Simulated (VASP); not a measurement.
Runs of VASP 6.6.1 on AgCl (Chlorargyrite). The structure is that of space group Fm-3m (No. 225), or close to it. The cells are those of the table. 

```tsv
task	level	potentials or basis	U	cell	k mesh	k mesh for the DOS	occupations for the DOS	gap on the mesh (eV)	pressure (GPa)
single point	LDA	VASP PAW LDA potentials, release 64 (Ag, Cl)	-	a = 3.842 Å, angles 60.0°, 2 atoms	8 × 8 × 8	-	-	0.64	-2.7
single point	PBE	VASP PAW PBE potentials, release 64 (Ag, Cl)	-	a = 3.842 Å, angles 60.0°, 2 atoms	7 × 7 × 7	-	-	0.99	5.1
single point	LDA	VASP PAW LDA potentials, release 64 (Ag, Cl)	-	a = 3.789 Å, angles 60.0°, 2 atoms	7 × 7 × 7	-	-	0.75	-0.1
single point	LDA	VASP PAW LDA potentials, release 64 (Ag, Cl)	-	a = 3.789 Å, angles 60.0°, 2 atoms	8 × 8 × 8	-	-	0.65	-0.1
single point	PBEsol+D3(BJ)	VASP PAW PBE potentials, release 64 (Ag, Cl)	-	a = 3.868 Å, angles 60.0°, 2 atoms	8 × 8 × 8	-	-	0.72	-3.1
single point	PBEsol+U	VASP PAW PBE potentials, release 64 (Ag, Cl)	Ag d U = 6.0 eV	a = 3.868 Å, angles 60.0°, 2 atoms	8 × 8 × 8	-	-	1.89	-1.5
single point	BLYP	VASP PAW PBE potentials, release 64 (Ag, Cl)	-	a = 3.868 Å, angles 60.0°, 2 atoms	5 × 5 × 5	-	-	(b)	8.0
single point	LDA	VASP PAW LDA potentials, release 64 (Ag, Cl)	-	a = 3.868 Å, angles 60.0°, 2 atoms	7 × 7 × 7	-	-	0.72	-3.8
single point	r2SCAN	VASP PAW PBE potentials, release 64 (Ag, Cl)	-	a = 3.842 Å, angles 60.0°, 2 atoms	8 × 8 × 8	-	-	1.43	3.5
single point	PBE	VASP PAW PBE potentials, release 64 (Ag, Cl)	-	a = 3.919 Å, angles 60.0°, 2 atoms	7 × 7 × 7	-	-	0.98	(a)
single point	PBEsol	VASP PAW PBE potentials, release 64 (Ag, Cl)	-	a = 3.868 Å, angles 60.0°, 2 atoms	8 × 8 × 8	-	-	0.72	-0.8
```

Alike in all rows: no spin polarisation; cutoff (eV) 520; smearing fermi-dirac 0.05 eV.

Q: Fill in the values left out.

A: (a) 1.6; (b) 1.15.

Caveats: the PAW data sets were made with another functional, which shifts forces and pressure a little (some runs); three body term missing (some runs).

A k mesh can miss the band edges, and the runs leave out spin-orbit coupling on Ag.
